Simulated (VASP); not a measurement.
# AlN (P6_3mc) in VASP: notebook

Runs on AlN. Level: LDA. Tasks: single point.

Program: VASP 6.6.1. These are calculated values, not measurements. Logs are shortened: lines on timing, memory, paths and dates and some standing lists are left out, and cuts for length are marked.

**Experimental background.**

From “Structural and optical properties of self-assembled AlN nanowires grown on SiO2/Si substrates by molecular beam epitaxy”, 2024, arxiv:2402.00216, for a bulk crystal of AlN at 0 K: band gap 6.0343 eV (an exciton energy, a little under the gap).

How close the calculation comes is told below.

### Step 1. The cell of the first run

The structure is hexagonal, space group P6_3mc (No. 186). Conventional cell: a = 3.119 Å, b = 3.119 Å, c = 4.944 Å, α = 90.00°, β = 90.00°, γ = 120.00°. Within 2.5 Å of Al (site symmetry 3m) lie 4 N at 1.89 to 1.90 Å. Within 2.5 Å of N (site symmetry 3m) lie 4 Al at 1.89 to 1.90 Å.

### Step 2. Single point, LDA

INCAR reads:

```
SYSTEM = AlN
PREC = Accurate
ENCUT = 520
EDIFF = 1E-6
ISMEAR = 0
SIGMA = 0.05
LREAL = .False.
LASPH = .True.
NELM = 100
ALGO = Normal
ISIF = 2
LWAVE = .False.
LCHARG = .True.
LELF = .True.
LVHAR = .True.
NBANDS = 16
```

KPOINTS reads:

```
Automatic mesh
0
Gamma
  9 9 6
  0 0 0
```

POSCAR reads:

```
AlN
1.0
    3.1195000000      0.0000000000      0.0000000000
   -1.5597500000      2.7015662471      0.0000000000
    0.0000000000      0.0000000000      4.9435842660
Al N
2 2
Direct
    0.3333333333      0.6666666667      0.0006716467
    0.6666666667      0.3333333333      0.5006716467
    0.3333333333      0.6666666667      0.3843283533
    0.6666666667      0.3333333333      0.8843283533
```

Potentials or basis: VASP PAW LDA potentials, release 64 (Al, N).

Run with:

```console
$ cat potpaw_LDA.64/Al/POTCAR potpaw_LDA.64/N/POTCAR > POTCAR
$ mpirun -np 1 vasp_std > vasp.out
```

OUTCAR:

```text
SYSTEM = AlN
   PREC = Accurate
   ENCUT = 520
   EDIFF = 1E-6
   ISMEAR = 0
   LREAL = .False.
   LASPH = .True.
   NELM = 100
   ISIF = 2

 ion  position               nearest neighbor table
   1  0.333  0.667  0.001-   4 1.89   4 1.89   4 1.89   3 1.90   2 3.06   2 3.06   2 3.06   2 3.06
                             2 3.06   2 3.06
   2  0.667  0.333  0.501-   3 1.89   3 1.89   3 1.89   4 1.90   1 3.06   1 3.06   1 3.06   1 3.06
                             1 3.06   1 3.06
   3  0.333  0.667  0.384-   2 1.89   2 1.89   2 1.89   1 1.90
   4  0.667  0.333  0.884-   1 1.89   1 1.89   1 1.89   2 1.90

  LATTYP: Found a hexagonal cell.
 ALAT       =     3.1195000000
 C/A-ratio  =     1.5847361007

  Lattice vectors:

 A1 = (   3.1195000000,   0.0000000000,   0.0000000000)
 A2 = (  -1.5597500000,   2.7015662471,   0.0000000000)
 A3 = (   0.0000000000,   0.0000000000,   4.9435842660)

Analysis of symmetry for initial positions (statically):
=====================================================================
 Subroutine PRICEL returns:
 Original cell was already a primitive cell.

 Routine SETGRP: Setting up the symmetry group for a
 hexagonal supercell.

 Subroutine GETGRP returns: Found 12 space group operations
 (whereof  6 operations were pure point group operations)
 out of a pool of 24 trial point group operations.

The static configuration has the point symmetry C_3v.
 The point group associated with its full space group is C_6v.

Analysis of symmetry for dynamics (positions and initial velocities):
=====================================================================
 Subroutine PRICEL returns:
 Original cell was already a primitive cell.

 Routine SETGRP: Setting up the symmetry group for a
 hexagonal supercell.

 Subroutine GETGRP returns: Found 12 space group operations
 (whereof  6 operations were pure point group operations)
 out of a pool of 24 trial point group operations.

The dynamic configuration has the point symmetry C_3v.
 The point group associated with its full space group is C_6v.

 Subroutine INISYM returns: Found 12 space group operations
 (whereof  6 operations are pure point group operations),
 and found     1 'primitive' translations

----------------------------------------------------------------------------------------

                                     Primitive cell

  volume of cell :      41.6622

  direct lattice vectors                    reciprocal lattice vectors
     3.119500000  0.000000000  0.000000000     0.320564193  0.185077823  0.000000000
    -1.559750000  2.701566247  0.000000000     0.000000000  0.370155646  0.000000000
     0.000000000  0.000000000  4.943584266     0.000000000  0.000000000  0.202282382

  length of vectors
     3.119500000  3.119500000  4.943584266     0.370155646  0.370155646  0.202282382

  position of ions in fractional coordinates (direct lattice)
     0.333333333  0.666666667  0.000671647
     0.666666667  0.333333333  0.500671647
     0.333333333  0.666666667  0.384328353
     0.666666667  0.333333333  0.884328353

  ion indices of the primitive-cell ions
   primitive index   ion index
                 1           1
                 2           2
                 3           3
                 4           4

----------------------------------------------------------------------------------------

 KPOINTS: Automatic mesh

Automatic generation of k-mesh.
 Grid dimensions read from file:
 generate k-points for:    9    9    6

 Generating k-lattice:

  Cartesian coordinates                     Fractional coordinates (reciprocal lattice)
     0.035618244  0.020564203  0.000000000     0.111111111 -0.000000000  0.000000000
     0.000000000  0.041128405  0.000000000     0.000000000  0.111111111  0.000000000
     0.000000000  0.000000000  0.033713730     0.000000000  0.000000000  0.166666667

  Length of vectors
     0.041128405  0.041128405  0.033713730

  Shift w.r.t. Gamma in fractional coordinates (k-lattice)
     0.000000000  0.000000000  0.000000000

 Subroutine IBZKPT returns following result:
 ===========================================

 Found     48 irreducible k-points:

 Following reciprocal coordinates:
            Coordinates               Weight
  0.000000  0.000000  0.000000      1.000000
  0.111111 -0.000000  0.000000      6.000000
  0.222222 -0.000000  0.000000      6.000000
  0.333333 -0.000000  0.000000      6.000000
  0.444444 -0.000000  0.000000      6.000000
  0.111111  0.111111  0.000000      6.000000
[... 16 lines left out ...]
  0.333333  0.222222  0.166667     24.000000
  0.333333  0.333333  0.166667      4.000000
 [... further k-points ...]
   k-points           NKPTS =     48   k-points in BZ     NKDIM =     48   number of bands    NBANDS=     16
   number of dos      NEDOS =    301   number of ions     NIONS =      4
   total plane-waves  NPLWV =  23040
   dimension x,y,z NGX =    24 NGY =   24 NGZ =   40
   dimension x,y,z NGXF=    48 NGYF=   48 NGZF=   80
   ions per type =               2   2
   NGX,Y,Z   is equivalent  to a cutoff of  12.79, 12.79, 13.45 a.u.
   NGXF,Y,Z  is equivalent  to a cutoff of  25.58, 25.58, 26.90 a.u.
 SYSTEM =  AlN
   PREC   = accura    normal or accurate (medium, high low for compatibility)
   ISTART =      0    job   : 0-new  1-cont  2-samecut
   ICHARG =      2    charge: 1-file 2-atom 10-const
   ISPIN  =      1    spin polarized calculation?
   LNONCOLLINEAR =      F non collinear calculations
   LSORBIT =      F    spin-orbit coupling
   LASPH  =      T    aspherical Exc in radial PAW
   ENCUT  =  520.0 eV  38.22 Ry    6.18 a.u.   5.80  5.80  9.19*2*pi/ulx,y,z
   NELM   =    100;   NELMIN=  2; NELMDL= -5     # of ELM steps
   EDIFF  = 0.1E-05   stopping-criterion for ELM
   LREAL  =      F    real-space projection
   EDIFFG = 0.1E-04   stopping-criterion for IOM
   NSW    =      0    number of steps for IOM
   IBRION =     -1    ionic relax: 0-MD 1-quasi-New 2-CG
   NFREE  =      0    steps in history (QN), initial steepest desc. (CG)
   ISIF   =      2    stress and relaxation
   ISYM   =      2    0-nonsym 1-usesym 2-fastsym
   POTIM  = 0.5000    time-step for ionic-motion
   TEBEG  =    0.0;   TEEND  =   0.0 temperature during run
   PSTRESS=    0.0 pullay stress
   NELECT =      16.0000    total number of electrons
   NUPDOWN=      -1.0000    fix difference up-down
   EMIN   =  10.00;   EMAX   =-10.00  energy-range for DOS
   EFERMI =   0.00;   METHOD = LEGACY
   ISMEAR =     0;   SIGMA  =   0.05  broadening in eV -4-tet -1-fermi 0-gaus
   EFERMI_NEDOS =   21; number of points for ismear=-14 and -15
   IALGO  =     38    algorithm
   IMIX   =      4    mixing-type and parameters
     AMIX     =   0.40;   BMIX     =  1.00
     AMIX_MAG =   1.60;   BMIX_MAG =  1.00
  volume/ion in A,a.u.               =      10.42        70.29
  Fermi-wavevector in a.u.,A,eV,Ry     =   1.189964  2.248707 19.266058  1.416015
  Thomas-Fermi vector in A             =   2.326060
   LORBIT       =      0    0 simple, 1 ext, 2 COOP (PROOUT), +10 PAW based schemes
   GGA     = CA    functional components
   LHFCALC =     F    Hartree Fock is set to
   AEXX    =    0.0000 exact exchange contribution
   IVDW    =     0    specifies the selected vdW correction
   LEPSILON=     F    determine dielectric tensor
   LRPA    =     F    only Hartree local field effects (RPA)
 non-spin polarized calculation
 Gauss-broadening in eV      SIGMA  =   0.05
  energy-cutoff  :      520.00
  volume of cell :       41.66
 maximum number of plane-waves:      1134
 NGX is ok and might be reduce to    24
   NGX = 11   NGY = 11   NGZ = 19

 number of electron      16.0000002 magnetization

 Free energy of the ion-electron system (eV)
  ---------------------------------------------------
  ext. energy  EPLUGINS =         0.00000000
  ---------------------------------------------------
  free energy    TOTEN  =       -32.83122951 eV

  energy without entropy =      -32.83122951  energy(sigma->0) =      -32.83122951

 E-fermi :   6.2176     XC(G=0): -11.2562

 val. band max:        5.9801717196   @ k =   0.0000   0.0000   0.0000
 cond. band min:      10.1754073413   @ k =   0.0000   0.0000   0.0000
 fundamental gap:      4.1952356217
 Fermi energy:         6.2176270654

 k-point     1 :       0.0000    0.0000    0.0000
  band No.  band energies     occupation
      1      -9.1308      2.00000
      2      -6.8574      2.00000
      3      -0.1056      2.00000
      4       4.9912      2.00000
      5       4.9912      2.00000
      6       5.6767      2.00000
[... 8 lines left out ...]
     15      18.7961      0.00000
     16      19.0303      0.00000

 k-point     2 :       0.1111   -0.0000    0.0000
  band No.  band energies     occupation
      1      -8.9716      2.00000
      2      -6.7692      2.00000
      3       0.0804      2.00000
      4       4.2870      2.00000
      5       4.7909      2.00000
      6       5.0118      2.00000
[... 8 lines left out ...]
     15      18.7081      0.00000
     16      18.8427      0.00000

 k-point     3 :       0.2222   -0.0000    0.0000
  band No.  band energies     occupation
      1      -8.5186      2.00000
      2      -6.5490      2.00000
      3       0.6208      2.00000
      4       2.7901      2.00000
      5       3.7670      2.00000
      6       4.3803      2.00000
[... 8 lines left out ...]
     15      17.9448      0.00000
     16      18.5871      0.00000

 k-point     4 :       0.3333   -0.0000    0.0000
  band No.  band energies     occupation
      1      -7.8612      2.00000
      2      -6.3412      2.00000
      3       1.3595      2.00000
      4       1.4537      2.00000
      5       2.5896      2.00000
      6       3.9996      2.00000
[... 8 lines left out ...]
     15      17.8942      0.00000
     16      20.0371      0.00000

 k-point     5 :       0.4444   -0.0000    0.0000
  band No.  band energies     occupation
      1      -7.2304      2.00000
      2      -6.3364      2.00000
      3       0.5256      2.00000
      4       1.8421      2.00000
      5       2.3455      2.00000
      6       3.7812      2.00000
[... 8 lines left out ...]
     15      18.4419      0.00000
     16      21.0228      0.00000

 k-point     6 :       0.1111    0.1111    0.0000
  band No.  band energies     occupation
      1      -8.6651      2.00000
      2      -6.6142      2.00000
      3       0.4440      2.00000
      4       3.4553      2.00000
      5       3.7079      2.00000
      6       4.7480      2.00000
[... 8 lines left out ...]
     15      18.1106      0.00000
     16      18.8962      0.00000
[... 267 lines left out ...]
 k-point    21 :       0.4444    0.1111    0.1667
  band No.  band energies     occupation
      1      -6.9776      2.00000
      2      -6.3965      2.00000
      3       0.3899      2.00000
      4       1.4472      2.00000
      5       2.8439      2.00000
      6       3.5615      2.00000
[... 8 lines left out ...]
     15      18.4484      0.00000
     16      20.7085      0.00000

 k-point    22 :       0.2222    0.2222    0.1667
  band No.  band energies     occupation
      1      -7.4386      2.00000
      2      -6.3647      2.00000
      3       1.2595      2.00000
      4       1.5221      2.00000
      5       2.8165      2.00000
      6       3.2018      2.00000
[... 8 lines left out ...]
     15      17.9983      0.00000
     16      20.6639      0.00000

 k-point    23 :       0.3333    0.2222    0.1667
  band No.  band energies     occupation
      1      -6.8956      2.00000
      2      -6.3663      2.00000
      3       0.8531      2.00000
      4       1.5507      2.00000
      5       2.3502      2.00000
      6       3.4181      2.00000
[... 8 lines left out ...]
     15      18.4850      0.00000
     16      20.5357      0.00000

 k-point    24 :       0.3333    0.3333    0.1667
  band No.  band energies     occupation
      1      -6.5340      2.00000
      2      -6.5340      2.00000
      3       1.1302      2.00000
      4       1.6888      2.00000
      5       1.6888      2.00000
      6       3.2128      2.00000
[... 8 lines left out ...]
     15      18.7686      0.00000
     16      20.7617      0.00000

 [... further k-points ...]
[... 5 lines left out ...]
  --------------------------------------------------------------------------------------
  -------------------------------------------------------------------------------------
  Total       -1.2040461     -1.2040461     -0.4131450      0.0000000     -0.0000000      0.0000000
  in kB      -46.3032133    -46.3032133    -15.8880494      0.0000000     -0.0000000      0.0000000
  external PRESSURE =     -36.1648253 kB  Pullay stress =       0.0000000 kB

 VOLUME and BASIS-vectors are now :
 -----------------------------------------------------------------------------
  energy-cutoff  :      520.00
  volume of cell :       41.66
      direct lattice vectors                 reciprocal lattice vectors
     3.119500000  0.000000000  0.000000000     0.320564193  0.185077823  0.000000000
    -1.559750000  2.701566247  0.000000000     0.000000000  0.370155646  0.000000000
     0.000000000  0.000000000  4.943584266     0.000000000  0.000000000  0.202282382

 POSITION                                       TOTAL-FORCE (eV/Angst)
 -----------------------------------------------------------------------------------
     -0.00000      1.80104      0.00332         0.000000     -0.000000     -0.003858
      1.55975      0.90052      2.47511        -0.000000      0.000000     -0.003858
     -0.00000      1.80104      1.89996        -0.000000      0.000000      0.003858
      1.55975      0.90052      4.37175         0.000000      0.000000      0.003858
 -----------------------------------------------------------------------------------
    total drift:                               -0.000000      0.000000      0.000844

  FREE ENERGIE OF THE ION-ELECTRON SYSTEM (eV)
  ---------------------------------------------------
  free  energy   TOTEN  =       -32.8312295076 eV

  energy  without entropy=      -32.8312295076  energy(sigma->0) =      -32.83122951
```

It took 20 s on 1 thread of Intel Xeon Platinum 8259CL at 2.50GHz (Skylake/Cascade Lake), shared host; peak memory 0.15 GiB.

Results:

* Free energy: -32.8312 eV
* Pressure: -3.6 GPa
* Largest force: 0.004 eV/Å
* Band gap on the k mesh: 4.20 eV, direct

Forces on the atoms (eV/Å):
```
Al   0.000  0.000 -0.004
Al   0.000  0.000 -0.004
N    0.000  0.000  0.004
N    0.000  0.000  0.004
```

Stress tensor (GPa, compression positive):
```
-4.63  0.00  0.00
 0.00 -4.63  0.00
 0.00  0.00 -1.59
```

Levels at points of the mesh, in eV from the valence-band top:
| k point | band 5 | band 6 | band 7 | band 8 | band 9 | band 10 | band 11 | band 12 |
| --- | --- | --- | --- | --- | --- | --- | --- | --- |
| (0.00, 0.00, 0.00) | -0.99 | -0.30 | -0.30 | 0.00 | 4.20 | 6.41 | 10.50 | 10.80 |
| (0.00, 0.00, 0.50) | -0.66 | -0.66 | -0.66 | -0.66 | 6.35 | 6.35 | 10.14 | 10.14 |

### Step 3. Single point, LDA

This run uses another cell than the first one, of 10.38 Å³/atom, 0.996 times its volume.

INCAR reads:

```
ALGO = Normal ; EDIFF = 1E-6
ENCUT = 520 ; GGA = CA
ISIF = 2 ; ISMEAR = 0
LASPH = T ; LCHARG = T
LELF = T ; LREAL = F
LVHAR = T ; LWAVE = F
NBANDS = 16 ; NELM = 100
PREC = Accurate ; SIGMA = 0.05
```

KPOINTS reads:

```
k-points
0
Gamma
  9 9 6
```

POSCAR reads:

```
AlN
1.0
    2.9960000000      0.0000000000      0.0000000000
   -1.4980000000      2.5946121098      0.0000000000
    0.0000000000      0.0000000000      5.3391000000
Al N
2 2
Direct
    0.3333333333      0.6666666667      0.0088099579
    0.6666666667      0.3333333333      0.5088099579
    0.3333333333      0.6666666667      0.3761900421
    0.6666666667      0.3333333333      0.8761900421
```

Potentials or basis: VASP PAW LDA potentials, release 64 (Al, N).

Run with:

```console
$ cat potpaw_LDA.64/Al/POTCAR potpaw_LDA.64/N/POTCAR > POTCAR
$ mpirun -np 1 vasp_std > vasp.out
```

Run time: 21 s. Hardware: 1 thread of Intel Xeon Platinum 8259CL at 2.50GHz (Skylake/Cascade Lake), shared host; peak memory 0.14 GiB.

Results (log left out):

```yaml
Free_energy: -32.5185 eV
Pressure: -1.5 GPa
Largest_force: 0.024 eV/Å
Band_gap_on_the_k_mesh: 3.76 eV, direct
```

Forces on the atoms (eV/Å):
```
Al   0.000  0.000  0.024
Al   0.000  0.000  0.024
N    0.000  0.000 -0.024
N    0.000  0.000 -0.024
```

Stress tensor (GPa, compression positive):
```
 10.72   0.00   0.00
  0.00  10.72   0.00
  0.00   0.00 -26.04
```

Levels at points of the mesh, in eV from the valence-band top:
```csv
k point,band 4,band 5,band 6,band 7,band 8,band 9,band 10,band 11,band 12,band 13
"(0.00, 0.00, 0.00)",-0.76,-0.40,-0.40,0.00,0.00,3.76,7.57,9.65,11.21,11.97
"(0.00, 0.00, 0.50)",-4.08,-0.21,-0.21,-0.21,-0.21,6.56,6.56,9.68,9.68,12.26
```

### Step 4. Comparison with measurements

Step 3. A measured gap of AlN is 6.0343 eV (an exciton energy, a little under the gap; 0 K; quoted in “Structural and optical properties of self-assembled AlN nanowires grown on SiO2/Si substrates by molecular beam epitaxy”, 2024, arxiv:2402.00216); the calculated 3.76 eV misses it by -2.28 eV. 2 values of this kind are on record (6.034 to 6.0343 eV); this one was drawn at random. The value is that of LDA on a finite k mesh, which can miss the band edges, without temperature or zero-point motion. Semilocal functionals fall short of measured gaps as a rule.
